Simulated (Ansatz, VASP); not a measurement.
**Se in VASP and in Ansatz**

File INCAR:

```
PREC     = Accurate       # precision mode
ENCUT    = 500            # plane-wave cutoff, eV
EDIFF    = 1E-6           # SCF threshold, eV
ISMEAR   = 0              # smearing method
SIGMA    = 0.01           # smearing width, eV
LREAL    = False          # projectors in reciprocal space
LASPH    = True           # aspherical terms in the spheres
NELM     = 120            # most SCF steps
ALGO     = Normal         # electronic algorithm
ISIF     = 2              # what is computed and relaxed
LWAVE    = False          # write WAVECAR
LCHARG   = False          # write CHGCAR
GGA      = PE             # functional
NBANDS   = 16             # bands
GGA_COMPAT= False
```

The input KPOINTS:

```
regular mesh
0
Gamma
  5 5 4
```

Contents of POSCAR:

```
Se
1.0
    4.5228389075      0.0000000000      0.0000000000
   -2.2614194538      3.9168935388      0.0000000000
    0.0000000000      0.0000000000      5.1399979865
Se
3
Direct
    0.2170000000      0.0000000000      0.1666666667
    0.0000000000      0.2170000000      0.8333333333
    0.7830000000      0.7830000000      0.5000000000
```

Input for Ansatz:

```yaml
crystal:
  lattice:
    - [4.522838907511774, 0.0, 0.0]
    - [-2.261419453755887, 3.9168935388045174, 0.0]
    - [0.0, 0.0, 5.139997986481389]
  atoms:
    - { symbol: Se, position: [0.217, 0.0, 0.16666666666666666] }
    - { symbol: Se, position: [0.0, 0.217, 0.8333333333333334] }
    - { symbol: Se, position: [0.783, 0.783, 0.5] }
basis:
  ecutwfc: 571.4391111657479
kpoints:
  mp_grid:
    grid: [5, 5, 4]
hamiltonian:
  xc: pbe
scf:
  occupations:
    method: fixed
output:
  stress: true
```

Alike in both runs: task single point; functional PBE; k mesh 5 × 5 × 4; no spin polarisation.

```csv
,VASP,Ansatz
version,VASP 6.6.1,Ansatz 0.2.0
potentials or method,"VASP PAW PBE potentials, release 64 (Se), cutoff 500 eV","plane waves, PAW"
occupations,"gaussian, width 0.01 eV",fixed
valence electrons in the cell,18,48
```

|  | VASP | Ansatz | Ansatz less VASP |
| --- | --- | --- | --- |
| pressure (GPa) | -0.7 | -0.8 | -0.09 |
| traceless stress, the component that is largest in VASP (GPa) | -0.74 | -0.78 | -0.036 |

VASP's potentials hold 18 valence electrons a cell and Ansatz's 48, so a difference there can come from the potentials and not from the codes.
